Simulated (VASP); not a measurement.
# CuAu in VASP: notebook, part 2 of 2

VASP 6.6.1.

## 4. Single point, r2SCAN

This run uses another cell than the first one, of 13.18 Å³/atom, 0.888 times its volume.

Input file POSCAR:

```
CuAu
1.0
    2.7414951143      0.0000000000      0.0000000000
    0.0000000000      2.7414951143      0.0000000000
    0.0000000000      0.0000000000      3.5065479345
Au Cu
1 1
Direct
    0.0000000000      0.0000000000      0.0000000000
    0.5000000000      0.5000000000      0.5000000000
```

Input file INCAR.step1:

```
SYSTEM = CuAu
PREC     = Accurate       ! precision mode
ENCUT    = 520            ! plane-wave cutoff, eV
ISMEAR   = -1             ! smearing method
SIGMA    = 0.05           ! smearing width, eV
LREAL    = .False.        ! projectors in reciprocal space
LASPH    = .True.         ! aspherical terms in the spheres
NELM     = 80             ! most SCF steps
NBANDS   = 18             ! bands
GGA      = PE             ! functional
ALGO     = Normal         ! electronic algorithm
EDIFF    = 1E-4           ! SCF threshold, eV
LWAVE    = .True.         ! write WAVECAR
LCHARG   = .False.        ! write CHGCAR
```

Input file INCAR.step2:

```
SYSTEM = CuAu
PREC     = Accurate       ! precision mode
ENCUT    = 520            ! plane-wave cutoff, eV
EDIFF    = 1E-7           ! SCF threshold, eV
ISMEAR   = -1             ! smearing method
SIGMA    = 0.05           ! smearing width, eV
LREAL    = .False.        ! projectors in reciprocal space
LASPH    = .True.         ! aspherical terms in the spheres
NELM     = 80             ! most SCF steps
ALGO     = Normal         ! electronic algorithm
ISIF     = 2              ! what is computed and relaxed
LWAVE    = .False.        ! write WAVECAR
LCHARG   = .False.        ! write CHGCAR
METAGGA  = R2SCAN         ! meta-GGA
LMIXTAU  = .True.       
NBANDS   = 18             ! bands
ISTART   = 1
```

Input file KPOINTS:

```
regular mesh
0
Gamma
  9 9 7
  0 0 0
```

Potentials or basis: VASP PAW PBE potentials, release 64 (Au, Cu).

Started as:

```sh
$ cat potpaw_PBE.64/Au/POTCAR potpaw_PBE.64/Cu/POTCAR > POTCAR
$ cp INCAR.step1 INCAR
$ mpirun -np 1 vasp_std > vasp.out
$ cp INCAR.step2 INCAR
$ mpirun -np 1 vasp_std > vasp.out
```

OUTCAR:

```text
SYSTEM = CuAu
   PREC = Accurate
   ENCUT = 520
   EDIFF = 1E-7
   ISMEAR = -1
   LREAL = .False.
   LASPH = .True.
   NELM = 80
   ISIF = 2
   METAGGA = R2SCAN
   ISTART = 1

 ion  position               nearest neighbor table
   1  0.000  0.000  0.000-   2 2.61   2 2.61   2 2.61   2 2.61   2 2.61   2 2.61   2 2.61   2 2.61

   2  0.500  0.500  0.500-   1 2.61   1 2.61   1 2.61   1 2.61   1 2.61   1 2.61   1 2.61   1 2.61

  LATTYP: Found a simple tetragonal cell.
 ALAT       =     2.7414951143
 C/A-ratio  =     1.2790640830

  Lattice vectors:

 A1 = (   2.7414951143,   0.0000000000,   0.0000000000)
 A2 = (   0.0000000000,   2.7414951143,   0.0000000000)
 A3 = (   0.0000000000,   0.0000000000,   3.5065479345)

Analysis of symmetry for initial positions (statically):
=====================================================================
 Subroutine PRICEL returns:
 Original cell was already a primitive cell.

 Routine SETGRP: Setting up the symmetry group for a
 simple tetragonal supercell.

 Subroutine GETGRP returns: Found 16 space group operations
 (whereof 16 operations were pure point group operations)
 out of a pool of 16 trial point group operations.

The static configuration has the point symmetry D_4h.

Analysis of symmetry for dynamics (positions and initial velocities):
=====================================================================
 Subroutine PRICEL returns:
 Original cell was already a primitive cell.

 Routine SETGRP: Setting up the symmetry group for a
 simple tetragonal supercell.

 Subroutine GETGRP returns: Found 16 space group operations
 (whereof 16 operations were pure point group operations)
 out of a pool of 16 trial point group operations.

The dynamic configuration has the point symmetry D_4h.

 Subroutine INISYM returns: Found 16 space group operations
 (whereof 16 operations are pure point group operations),
 and found     1 'primitive' translations

----------------------------------------------------------------------------------------

                                     Primitive cell

  volume of cell :      26.3545

  direct lattice vectors                    reciprocal lattice vectors
     2.741495114  0.000000000  0.000000000     0.364764465  0.000000000  0.000000000
     0.000000000  2.741495114  0.000000000     0.000000000  0.364764465  0.000000000
     0.000000000  0.000000000  3.506547934     0.000000000  0.000000000  0.285180759

  length of vectors
     2.741495114  2.741495114  3.506547934     0.364764465  0.364764465  0.285180759

  position of ions in fractional coordinates (direct lattice)
     0.000000000  0.000000000  0.000000000
     0.500000000  0.500000000  0.500000000

  ion indices of the primitive-cell ions
   primitive index   ion index
                 1           1
                 2           2

----------------------------------------------------------------------------------------

 KPOINTS: regular mesh

Automatic generation of k-mesh.
 Grid dimensions read from file:
 generate k-points for:    9    9    7

 Generating k-lattice:

  Cartesian coordinates                     Fractional coordinates (reciprocal lattice)
     0.040529385  0.000000000  0.000000000     0.111111111  0.000000000  0.000000000
     0.000000000  0.040529385  0.000000000     0.000000000  0.111111111  0.000000000
     0.000000000  0.000000000  0.040740108     0.000000000  0.000000000  0.142857143

  Length of vectors
     0.040529385  0.040529385  0.040740108

  Shift w.r.t. Gamma in fractional coordinates (k-lattice)
     0.000000000  0.000000000  0.000000000

 Subroutine IBZKPT returns following result:
 ===========================================

 Found     60 irreducible k-points:

 Following reciprocal coordinates:
            Coordinates               Weight
  0.000000  0.000000  0.000000      1.000000
  0.111111  0.000000  0.000000      4.000000
  0.222222  0.000000  0.000000      4.000000
  0.333333  0.000000  0.000000      4.000000
  0.444444  0.000000  0.000000      4.000000
  0.111111  0.111111  0.000000      4.000000
[... 16 lines left out ...]
  0.333333  0.111111  0.142857     16.000000
  0.444444  0.111111  0.142857     16.000000
 [... further k-points ...]
   k-points           NKPTS =     60   k-points in BZ     NKDIM =     60   number of bands    NBANDS=     18
   number of dos      NEDOS =    301   number of ions     NIONS =      2
   total plane-waves  NPLWV =  11200
   dimension x,y,z NGX =    20 NGY =   20 NGZ =   28
   dimension x,y,z NGXF=    40 NGYF=   40 NGZF=   56
   ions per type =               1   1
   NGX,Y,Z   is equivalent  to a cutoff of  12.13, 12.13, 13.27 a.u.
   NGXF,Y,Z  is equivalent  to a cutoff of  24.26, 24.26, 26.55 a.u.
 SYSTEM =  CuAu
   PREC   = accura    normal or accurate (medium, high low for compatibility)
   ISTART =      1    job   : 0-new  1-cont  2-samecut
   ICHARG =      0    charge: 1-file 2-atom 10-const
   ISPIN  =      1    spin polarized calculation?
   LNONCOLLINEAR =      F non collinear calculations
   LSORBIT =      F    spin-orbit coupling
   LASPH  =      T    aspherical Exc in radial PAW
   ENCUT  =  520.0 eV  38.22 Ry    6.18 a.u.   5.10  5.10  6.52*2*pi/ulx,y,z
   NELM   =     80;   NELMIN=  2; NELMDL=  0     # of ELM steps
   EDIFF  = 0.1E-06   stopping-criterion for ELM
   LREAL  =      F    real-space projection
   EDIFFG = 0.1E-05   stopping-criterion for IOM
   NSW    =      0    number of steps for IOM
   IBRION =     -1    ionic relax: 0-MD 1-quasi-New 2-CG
   NFREE  =      0    steps in history (QN), initial steepest desc. (CG)
   ISIF   =      2    stress and relaxation
   ISYM   =      2    0-nonsym 1-usesym 2-fastsym
   POTIM  = 0.5000    time-step for ionic-motion
   TEBEG  =    0.0;   TEEND  =   0.0 temperature during run
   PSTRESS=    0.0 pullay stress
   NELECT =      22.0000    total number of electrons
   NUPDOWN=      -1.0000    fix difference up-down
   EMIN   =  10.00;   EMAX   =-10.00  energy-range for DOS
   EFERMI =   0.00;   METHOD = LEGACY
   ISMEAR =    -1;   SIGMA  =   0.05  broadening in eV -4-tet -1-fermi 0-gaus
   EFERMI_NEDOS =   21; number of points for ismear=-14 and -15
   IALGO  =     38    algorithm
   IMIX   =      4    mixing-type and parameters
     AMIX     =   0.40;   BMIX     =  1.00
     AMIX_MAG =   1.60;   BMIX_MAG =  1.00
  volume/ion in A,a.u.               =      13.18        88.92
  Fermi-wavevector in a.u.,A,eV,Ry     =   1.541455  2.912927 32.328573  2.376083
  Thomas-Fermi vector in A             =   2.647398
   LORBIT       =      0    0 simple, 1 ext, 2 COOP (PROOUT), +10 PAW based schemes
   METAGGA = R2SCAN    functional components
   LHFCALC =     F    Hartree Fock is set to
   AEXX    =    0.0000 exact exchange contribution
   IVDW    =     0    specifies the selected vdW correction
   LEPSILON=     F    determine dielectric tensor
   LRPA    =     F    only Hartree local field effects (RPA)
 non-spin polarized calculation
  energy-cutoff  :      520.00
  volume of cell :       26.35
 maximum number of plane-waves:       720
   NGX = 11   NGY = 11   NGZ = 13

 number of electron      21.9999983 magnetization

 Free energy of the ion-electron system (eV)
  ---------------------------------------------------
  ext. energy  EPLUGINS =         0.00000000
  ---------------------------------------------------
  free energy    TOTEN  =       -61.39772289 eV

  energy without entropy =      -61.39448990  energy(sigma->0) =      -61.39610640

 E-fermi :  10.2130     XC(G=0): -14.3077

 val. band max:       10.2043647657   @ k =   0.3333   0.1111   0.4286
 cond. band min:      10.2353318398   @ k =   0.1111   0.1111   0.2857
 fundamental gap:      0.0309670740
 Fermi energy:        10.2129515720

 k-point     1 :       0.0000    0.0000    0.0000
  band No.  band energies     occupation
      1      -0.9313      2.00000
      2       2.3924      2.00000
      3       2.5749      2.00000
      4       5.3858      2.00000
      5       5.3858      2.00000
      6       6.5837      2.00000
[... 10 lines left out ...]
     17      28.5878      0.00000
     18      28.7018      0.00000

 k-point     2 :       0.1111    0.0000    0.0000
  band No.  band energies     occupation
      1      -0.6135      2.00000
      2       2.5508      2.00000
      3       2.7692      2.00000
      4       5.1958      2.00000
      5       5.4662      2.00000
      6       6.4454      2.00000
[... 10 lines left out ...]
     17      28.7716      0.00000
     18      30.7334      0.00000
[... 442 lines left out ...]
 k-point    24 :       0.4444    0.1111    0.1429
  band No.  band energies     occupation
      1       2.6391      2.00000
      2       3.2471      2.00000
      3       4.0439      2.00000
      4       4.4295      2.00000
      5       5.3979      2.00000
      6       6.0737      2.00000
[... 10 lines left out ...]
     17      26.7654      0.00000
     18      27.6024      0.00000

 [... further k-points ...]
[... 5 lines left out ...]
  --------------------------------------------------------------------------------------
  -------------------------------------------------------------------------------------
  Total        3.3840706      3.3840706      3.3924724      0.0000000      0.0000000     -0.0000000
  in kB      205.7288786    205.7288786    206.2396524      0.0000000      0.0000000     -0.0000000
  external PRESSURE =     205.8991365 kB  Pullay stress =       0.0000000 kB

 VOLUME and BASIS-vectors are now :
 -----------------------------------------------------------------------------
  energy-cutoff  :      520.00
  volume of cell :       26.35
      direct lattice vectors                 reciprocal lattice vectors
     2.741495114  0.000000000  0.000000000     0.364764465  0.000000000  0.000000000
     0.000000000  2.741495114  0.000000000     0.000000000  0.364764465  0.000000000
     0.000000000  0.000000000  3.506547934     0.000000000  0.000000000  0.285180759

 POSITION                                       TOTAL-FORCE (eV/Angst)
 -----------------------------------------------------------------------------------
      0.00000      0.00000      0.00000         0.000000      0.000000      0.000000
      1.37075      1.37075      1.75327         0.000000      0.000000      0.000000
 -----------------------------------------------------------------------------------
    total drift:                               -0.000000      0.000000      0.000000

  FREE ENERGIE OF THE ION-ELECTRON SYSTEM (eV)
  ---------------------------------------------------
  free  energy   TOTEN  =       -61.3977228911 eV

  energy  without entropy=      -61.3944899023  energy(sigma->0) =      -61.39610640
```

Run time: 82 s. Hardware: 1 thread of Intel Xeon 6975P-C (Granite Rapids), shared host; peak memory 0.15 GiB.

Results:

| Item | Value |
| --- | --- |
| Free energy | -61.3977 eV |
| Pressure | 20.6 GPa |
| Band gap on the k mesh | zero (band 11 reaches 14.03 eV, above the bottom of band 12 at 7.82 eV) |

Levels at points of the mesh, in eV from the Fermi level:
```csv
k point,band 7,band 8,band 9,band 10,band 11,band 12,band 13,band 14,band 15,band 16
"(0.00, 0.00, 0.00)",-3.33,-2.53,-2.01,-1.72,-1.72,2.45,9.86,10.58,10.58,17.99
```

Caveat: the PAW data sets were made with another functional, which shifts forces and pressure a little; spin-orbit coupling is left out, which moves the levels of the heavy elements.

## 5. The runs side by side

```tsv
task	level	cell	gap on the mesh (eV)	pressure (GPa)
relaxation of the atoms	PBE	atoms relaxed from a = 2.867, b = 2.811, c = 3.685 Å, 2 atoms	none	1.3
single point	r2SCAN	a = 2.715, b = 2.715, c = 3.453 Å, 2 atoms	none	30.8
single point	r2SCAN	a = 2.741, b = 2.741, c = 3.507 Å, 2 atoms	none	20.6
```

Alike in all rows: potentials or basis VASP PAW PBE potentials, release 64 (Au, Cu); no spin polarisation; k mesh 9 × 9 × 7; cutoff (eV) 520; smearing fermi-dirac 0.05 eV.

Caveats: spin-orbit coupling is left out, which moves the levels of the heavy elements; the PAW data sets were made with another functional, which shifts forces and pressure a little (some runs); the relaxation stopped at its first step, so nothing moved (some runs).

Absolute energies hang on the potentials; compare differences alone.
